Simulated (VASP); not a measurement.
# BeS (F-43m) in VASP: further runs, part 2 of 3

VASP 6.6.1. The steps go on from the part before.

### 3 Phonons, r2SCAN

This run uses another cell than the first one, of 13.22 Å³/atom.

Input file INCAR:

```
SYSTEM = BeS
PREC = Accurate
ENCUT = 520
EDIFF = 1E-8
ISMEAR = 0
SIGMA = 0.01
LREAL = .False.
LASPH = .True.
NELM = 60
ALGO = Normal
ISIF = 2
LWAVE = .False.
LCHARG = .False.
METAGGA = R2SCAN
LMIXTAU = .True.
IBRION = 6
NFREE = 2
POTIM = 0.015
NSW = 1
```

Input file KPOINTS:

```
regular mesh
0
Gamma
  8 8 8
  0 0 0
```

Input file POSCAR:

```
BeS
1.0
    2.3647110050      2.3647110050      0.0000000000
   -2.3647110050      2.3647110050      0.0000000000
    0.0000000000      2.3647110050      2.3647110050
Be S
1 1
Direct
    0.0000000000      0.0000000000      0.0000000000
    0.7500000000      0.2500000000      0.5000000000
```

Potentials or basis: VASP PAW PBE potentials, release 64 (Be, S).

Launch:

```sh
$ cat potpaw_PBE.64/Be/POTCAR potpaw_PBE.64/S/POTCAR > POTCAR
$ mpirun -np 1 vasp_std > vasp.out
```

OUTCAR:

```text
SYSTEM = BeS
   PREC = Accurate
   ENCUT = 520
   EDIFF = 1E-8
   ISMEAR = 0
   LREAL = .False.
   LASPH = .True.
   NELM = 60
   ISIF = 2
   METAGGA = R2SCAN
   IBRION = 6
   NFREE = 2
   POTIM = 0.015
   NSW = 1

 ion  position               nearest neighbor table
   1  0.000  0.000  0.000-   2 2.05   2 2.05   2 2.05   2 2.05
   2  0.750  0.250  0.500-   1 2.05   1 2.05   1 2.05   1 2.05

  LATTYP: Found a face centered cubic cell.
 ALAT       =     4.7294220100

  Lattice vectors:

 A1 = (   0.0000000000,   2.3647110050,   2.3647110050)
 A2 = (   2.3647110050,   0.0000000000,   2.3647110050)
 A3 = (   2.3647110050,   2.3647110050,   0.0000000000)

Analysis of symmetry for initial positions (statically):
=====================================================================
 Subroutine PRICEL returns:
 Original cell was already a primitive cell.

 Routine SETGRP: Setting up the symmetry group for a
 face centered cubic supercell.

 Subroutine GETGRP returns: Found 24 space group operations
 (whereof 24 operations were pure point group operations)
 out of a pool of 48 trial point group operations.

The static configuration has the point symmetry T_d .

Analysis of symmetry for dynamics (positions and initial velocities):
=====================================================================
 Subroutine PRICEL returns:
 Original cell was already a primitive cell.

 Routine SETGRP: Setting up the symmetry group for a
 face centered cubic supercell.

 Subroutine GETGRP returns: Found 24 space group operations
 (whereof 24 operations were pure point group operations)
 out of a pool of 48 trial point group operations.

The dynamic configuration has the point symmetry T_d .

[... 306 lines left out ...]
 fundamental gap:      3.3309646317
 Fermi energy:         4.9413431397

 k-point     1 :       0.0000    0.0000    0.0000
  band No.  band energies     occupation
      1     -10.0638      2.00000
      2       4.7288      2.00000
      3       4.7877      2.00000
      4       4.8434      2.00000
      5      10.9648      0.00000
      6      10.9822      0.00000
      7      11.0035      0.00000
      8      12.1783      0.00000
[... 243 lines left out ...]
 k-point    24 :       0.5000    0.2500    0.1250
  band No.  band energies     occupation
      1      -7.8337      2.00000
      2      -1.1192      2.00000
      3       1.6719      2.00000
      4       2.7221      2.00000
      5      11.4088      0.00000
      6      12.1552      0.00000
      7      15.0074      0.00000
      8      16.3739      0.00000

 [... further k-points ...]

------------------------ aborting loop because EDIFF is reached ----------------------------------------

  FORCE on cell =-STRESS in cart. coord.  units (eV):
  Direction    XX          YY          ZZ          XY          YZ          ZX
  --------------------------------------------------------------------------------------
  -------------------------------------------------------------------------------------
  Total        1.6967506      1.6992162      1.6992162      0.0000000     -0.0994331      0.0000000
  in kB      102.7931977    102.9425732    102.9425732      0.0000000     -6.0238916      0.0000000
  external PRESSURE =     102.8927814 kB  Pullay stress =       0.0000000 kB
[... 17 lines left out ...]
  FREE ENERGIE OF THE ION-ELECTRON SYSTEM (eV)
  ---------------------------------------------------
  free  energy   TOTEN  =       -14.7105092371 eV

  energy  without entropy=      -14.7105092371  energy(sigma->0) =      -14.71050924

 INTERNAL STRAIN TENSORS FROM DISPLACED ATOMS
 ============================================

 INTERNAL STRAIN TENSOR FOR ION    1 for displacements in x,y,z  (eV/Angst):
          X           Y           Z          XY          YZ          ZX
  --------------------------------------------------------------------------------
  x     0.00000     0.00000     0.00000     0.00000    -6.63004    -0.00000
  y    -0.00000     0.00000    -0.00000    -0.00000     0.00000    -6.63004
  z     0.00000     0.00000     0.00000    -6.63004    -0.00000     0.00000

 INTERNAL STRAIN TENSOR FOR ION    2 for displacements in x,y,z  (eV/Angst):
          X           Y           Z          XY          YZ          ZX
  --------------------------------------------------------------------------------
  x     0.00000     0.00000     0.00000    -0.00000     6.62768     0.00000
  y     0.00000    -0.00000     0.00000     0.00000    -0.00000     6.62768
  z     0.00000     0.00000     0.00000     6.62768     0.00000     0.00000

 Eigenvectors and eigenvalues of the dynamical matrix
 ----------------------------------------------------

   1 f  =   18.887294 THz   118.672371 2PiTHz  630.012326 cm-1    78.111538 meV
             X         Y         Z           dx          dy          dz
      0.000000  0.000000  0.000000    -0.000000    0.000000    0.883473
      1.182356  3.547067  1.182356    -0.000000    0.000000   -0.468483
[... 21 lines left out ...]
   6 f/i=    0.001593 THz     0.010008 2PiTHz    0.053133 cm-1     0.006588 meV
             X         Y         Z           dx          dy          dz
      0.000000  0.000000  0.000000     0.362473    0.183676   -0.233137
      1.182356  3.547067  1.182356     0.683556    0.346379   -0.439654

 ELASTIC MODULI CONTR FROM IONIC RELAXATION (kBar)
 Direction    XX          YY          ZZ          XY          YZ          ZX
 --------------------------------------------------------------------------------
 XX          -0.0000      0.0000      0.0000      0.0000     -0.0000     -0.0000
 YY           0.0000     -0.0000      0.0000      0.0000      0.0000      0.0000
 ZZ           0.0000      0.0000     -0.0000     -0.0000      0.0000     -0.0000
 XY           0.0000      0.0000     -0.0000   -259.2040     -0.0000      0.0000
 YZ          -0.0000      0.0000      0.0000     -0.0000   -259.2040     -0.0000
 ZX          -0.0000      0.0000     -0.0000      0.0000     -0.0000   -259.2040
 --------------------------------------------------------------------------------
```

OSZICAR:

```text
N       E                     dE             d eps       ncg     rms          rms(c)
DAV:   1     0.165634047357E+02    0.16563E+02   -0.43626E+03   480   0.892E+02
DAV:   2    -0.155868165151E+02   -0.32150E+02   -0.31313E+02   704   0.134E+02
DAV:   3    -0.162677359878E+02   -0.68092E+00   -0.68092E+00   528   0.238E+01
[... 67 lines left out ...]
DAV:   7    -0.147105092575E+02   -0.35449E-05   -0.73006E-06  1976   0.274E-02    0.363E-03
DAV:   8    -0.147105091204E+02    0.13719E-06   -0.74379E-07  1944   0.895E-03    0.131E-03
DAV:   9    -0.147105092126E+02   -0.92270E-07   -0.26056E-07  1792   0.561E-03    0.454E-04
DAV:  10    -0.147105092383E+02   -0.25646E-07   -0.32436E-08  1616   0.231E-03    0.989E-04
DAV:  11    -0.147105092371E+02    0.11520E-08   -0.12422E-09   816   0.383E-04
   5 F= -.14710509E+02 E0= -.14710509E+02  d E =-.244953E-46
```

stdout:

```text
POSCAR found type information on POSCAR BeS
 POSCAR found :  2 types and       2 ions
 scaLAPACK will be used
 -----------------------------------------------------------------------------
|                                                                             |
|                                                                             |
|     You enforced a specific xc type in the INCAR file but a different       |
|     I HOPE YOU KNOW WHAT YOU ARE DOING!                                     |
|                                                                             |
 -----------------------------------------------------------------------------

 LDA part: xc-table for (None), standard interpolation
 POSCAR, INCAR and KPOINTS ok, starting setup
 FFT: planning ... GRIDC
 FFT: planning ... GRID_SOFT
 FFT: planning ... GRID
 WAVECAR not read
 entering main loop
 Found     2 degrees of freedom:
 Finite differences POTIM= 0.01500 DOF=   2
 bond charge predicted
 Finite differences progress:
 bond charge predicted
 Finite differences progress:
 bond charge predicted
 Finite differences progress:
 bond charge predicted
 Finite differences progress:
```

It took 8.8 min on 1 thread of Intel Xeon 8259CL, shared host; peak memory 0.19 GiB.

What came out:

```
Highest phonon frequency at Γ, LO-TO splitting left out : 630 cm⁻¹
```

Phonon frequencies in cm⁻¹ (negative: imaginary):
```
              q point        frequencies
(0.000, 0.000, 0.000)  0 0 0 630 630 630
```

Caveat: the cell stands under pressure or tension, which shifts response properties; the PAW data sets were made with another functional, which shifts forces and pressure a little.

### 4 Phonons, r2SCAN

This run uses another cell than the first one, of 13.54 Å³/atom.

INCAR: that of step 3 with these lines changed.

```diff
@@ -8,3 +8,3 @@
 LASPH = .True.
-NELM = 60
+NELM = 80
 ALGO = Normal
@@ -15,2 +15,3 @@
 LMIXTAU = .True.
+NBANDS = 11
 IBRION = 6
```

Input file KPOINTS:

```
Automatic mesh
0
Gamma
  8 8 8
  0 0 0
```

Input file POSCAR:

```
BeS
1.0
    2.3832033605      2.3832033605      0.0000000000
   -2.3832033605      2.3832033605      0.0000000000
    0.0000000000      2.3832033605      2.3832033605
Be S
1 1
Direct
    0.0000000000      0.0000000000      0.0000000000
    0.7500000000      0.2500000000      0.5000000000
```

Potentials or basis: VASP PAW PBE potentials, release 64 (Be, S).

Launch:

```sh
$ cat potpaw_PBE.64/Be/POTCAR potpaw_PBE.64/S/POTCAR > POTCAR
$ mpirun -np 1 vasp_std > vasp.out
```

OUTCAR:

```text
SYSTEM = BeS
   PREC = Accurate
   ENCUT = 520
   EDIFF = 1E-8
   ISMEAR = 0
   LREAL = .False.
   LASPH = .True.
   NELM = 80
   ISIF = 2
   METAGGA = R2SCAN
   IBRION = 6
   NFREE = 2
   POTIM = 0.015
   NSW = 1

 ion  position               nearest neighbor table
   1  0.000  0.000  0.000-   2 2.06   2 2.06   2 2.06   2 2.06
   2  0.750  0.250  0.500-   1 2.06   1 2.06   1 2.06   1 2.06

  LATTYP: Found a face centered cubic cell.
 ALAT       =     4.7664067210

  Lattice vectors:

 A1 = (   0.0000000000,   2.3832033605,   2.3832033605)
 A2 = (   2.3832033605,   0.0000000000,   2.3832033605)
 A3 = (   2.3832033605,   2.3832033605,   0.0000000000)

Analysis of symmetry for initial positions (statically):
=====================================================================
 Subroutine PRICEL returns:
[... 678 lines left out ...]
  Total        1.2323308      1.2345022      1.2345022      0.0000000     -0.0877140      0.0000000
  in kB       72.9330820     73.0615954     73.0615954      0.0000000     -5.1911804      0.0000000
  external PRESSURE =      73.0187576 kB  Pullay stress =       0.0000000 kB
[... 17 lines left out ...]
  FREE ENERGIE OF THE ION-ELECTRON SYSTEM (eV)
  ---------------------------------------------------
  free  energy   TOTEN  =       -14.7449082963 eV

  energy  without entropy=      -14.7449082963  energy(sigma->0) =      -14.74490830

 INTERNAL STRAIN TENSORS FROM DISPLACED ATOMS
 ============================================

 INTERNAL STRAIN TENSOR FOR ION    1 for displacements in x,y,z  (eV/Angst):
          X           Y           Z          XY          YZ          ZX
  --------------------------------------------------------------------------------
  x     0.00000     0.00000     0.00000     0.00000    -5.84820     0.00000
  y     0.00000     0.00000     0.00000     0.00000     0.00000    -5.84820
  z     0.00000     0.00000     0.00000    -5.84820     0.00000     0.00000

 INTERNAL STRAIN TENSOR FOR ION    2 for displacements in x,y,z  (eV/Angst):
          X           Y           Z          XY          YZ          ZX
  --------------------------------------------------------------------------------
  x    -0.00000    -0.00000    -0.00000    -0.00000     5.84616     0.00000
  y    -0.00000     0.00000    -0.00000     0.00000    -0.00000     5.84616
  z    -0.00000    -0.00000    -0.00000     5.84616     0.00000     0.00000

 Eigenvectors and eigenvalues of the dynamical matrix
 ----------------------------------------------------

   1 f  =   18.297836 THz   114.968696 2PiTHz  610.350120 cm-1    75.673736 meV
             X         Y         Z           dx          dy          dz
      0.000000  0.000000  0.000000    -0.883500    0.000000    0.000000
      1.191602  3.574805  1.191602     0.468431   -0.000000    0.000000
[... 21 lines left out ...]
   6 f/i=    0.000466 THz     0.002929 2PiTHz    0.015552 cm-1     0.001928 meV
             X         Y         Z           dx          dy          dz
      0.000000  0.000000  0.000000    -0.000000    0.142407    0.446260
      1.191602  3.574805  1.191602    -0.000000    0.268591    0.841683

 ELASTIC MODULI CONTR FROM IONIC RELAXATION (kBar)
 Direction    XX          YY          ZZ          XY          YZ          ZX
 --------------------------------------------------------------------------------
 XX          -0.0000     -0.0000     -0.0000      0.0000      0.0000      0.0000
 YY          -0.0000     -0.0000     -0.0000      0.0000      0.0000     -0.0000
 ZZ          -0.0000     -0.0000     -0.0000      0.0000      0.0000      0.0000
 XY           0.0000      0.0000      0.0000   -209.9340     -0.0000      0.0000
 YZ           0.0000      0.0000      0.0000     -0.0000   -209.9340     -0.0000
 ZX           0.0000     -0.0000      0.0000      0.0000     -0.0000   -209.9340
 --------------------------------------------------------------------------------
```

Wall time 14 min (1 thread of Intel Xeon 8259CL, shared host); peak memory 0.2 GiB.

What came out:

```
Highest phonon frequency at Γ, LO-TO splitting left out : 610 cm⁻¹
```

Phonon frequencies in cm⁻¹ (negative: imaginary):
| q point | frequencies |
| --- | --- |
| (0.000, 0.000, 0.000) | 0 0 0 610 610 610 |

Caveat: the cell stands under pressure or tension, which shifts response properties; the PAW data sets were made with another functional, which shifts forces and pressure a little.

(Part 2 of 3 ends here.)
